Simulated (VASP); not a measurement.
A run of VASP 6.6.1 is set up as follows.

Contents of INCAR:

```
PREC = Accurate
ENCUT = 500
EDIFF = 1E-6
ISMEAR = 0
SIGMA = 0.01
LREAL = False
LASPH = True
NELM = 120
ALGO = Normal
ISIF = 2
LWAVE = False
LCHARG = False
GGA = B5
ALDAX = 1.0
AGGAX = 1.0
AGGAC = 1.0
ALDAC = 0.0
NBANDS = 17
GGA_COMPAT = False
```

KPOINTS

```
regular mesh
0
Gamma
  6 6 6
```

File POSCAR:

```
PbS
1.0
    2.1126620000      1.2197460000      3.4519160000
   -2.1126620000      1.2197460000      3.4519160000
    0.0000000000     -2.4394920000      3.4519160000
Pb S
1 1
Direct
    0.9805660000      0.9805660000      0.9805660000
    0.4750360000      0.4750360000      0.4750360000
```

Potentials or basis: VASP PAW PBE potentials, release 64 (Pb_d, S).

The run is started by

```sh
$ cat potpaw_PBE.64/Pb_d/POTCAR potpaw_PBE.64/S/POTCAR > POTCAR
$ mpirun -np 1 vasp_std > vasp.out
```

Question: What does it give for the largest force?

Answer: 0.023 eV/Å.

Question: What does it give for the band gap on the k mesh?

Answer: 0.57 eV.

Question: What does it give for the pressure?

Answer: 4.4 GPa.

Forces in eV/Å, atoms in the order of the input:
```
Pb   0.000  0.000 -0.023
S    0.000  0.000  0.023
```

Caveat: the cell stands under pressure; the PAW data sets were made with another functional, which shifts forces and pressure a little; spin-orbit coupling is left out, which moves the levels of the heavy elements. A k mesh can miss the band edges.
